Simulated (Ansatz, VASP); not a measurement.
**BN in VASP and in Ansatz**

File POSCAR:

```
BN
1.0
    0.0000000000      1.7858059850      1.8401960150
    1.7858059850      0.0000000000      1.8401960150
    1.7858059850      1.7858059850      0.0000000000
B N
1 1
Direct
    0.0000000000      0.0000000000      0.0000000000
    0.7500000000      0.7500000000      0.7500000000
```

The input INCAR.step1:

```
ALGO = Normal ; EDIFF = 1E-4
ENCUT = 520 ; GGA = PE
ISMEAR = 0 ; LASPH = T
LCHARG = F ; LREAL = F
LWAVE = T ; NBANDS = 11
NELM = 100 ; PREC = Accurate
SIGMA = 0.05
```

File INCAR.step2:

```
ALGO = Normal ; EDIFF = 1E-6
ENCUT = 520 ; ISIF = 2
ISMEAR = 0 ; ISTART = 1
LASPH = T ; LCHARG = F
LMIXTAU = T ; LREAL = F
LWAVE = F ; METAGGA = R2SCAN
NBANDS = 11 ; NELM = 100
PREC = Accurate ; SIGMA = 0.05
```

KPOINTS

```
k-points
0
Gamma
  12 12 12
```

Input for Ansatz:

```yaml
crystal:
  lattice:
    - [0.0, 1.785805985, 1.840196015]
    - [1.785805985, 0.0, 1.840196015]
    - [1.785805985, 1.785805985, 0.0]
  atoms:
    - { symbol: B, position: [0.0, 0.0, 0.0] }
    - { symbol: "N", position: [0.75, 0.75, 0.75] }
basis:
  ecutwfc: 500
kpoints:
  mp_grid: { grid: [12, 12, 12] }
hamiltonian:
  xc: r2scan
scf:
  occupations: { method: gaussian, width: 0.05 }
output:
  forces: true
  stress: true
  eigenvalues: true
```

Change from the starting cell: strain -0.015 along x and y, +0.015 along z, atoms carried along.

Alike in both runs: task single point; functional r2SCAN; k mesh 12 × 12 × 12; occupations gaussian, width 0.05 eV; no spin polarisation.

|  | VASP | Ansatz |
| --- | --- | --- |
| version | VASP 6.6.1 | Ansatz 0.2.0 |
| potentials or method | VASP PAW PBE potentials, release 64 (B, N), cutoff 520 eV | scalar-relativistic, plane waves, PAW |
| valence electrons in the cell | 8 | 8 |

VASP gave:

```
gap on the k mesh at the Fermi level (eV)                     : 4.70
least direct gap on the mesh (eV)                             : 9.39
pressure (GPa)                                                : 1.8
traceless stress, the component that is largest in VASP (GPa) : -13.51
```

Which values does Ansatz return?

gap on the k mesh at the Fermi level (eV): 4.73; least direct gap on the mesh (eV): 9.43; pressure (GPa): 0.7; traceless stress, the component that is largest in VASP (GPa): -13.54.

VASP's potentials were made for PBE, not for r2SCAN. With one functional, cell and mesh, what is left measures potentials, basis and numerics.
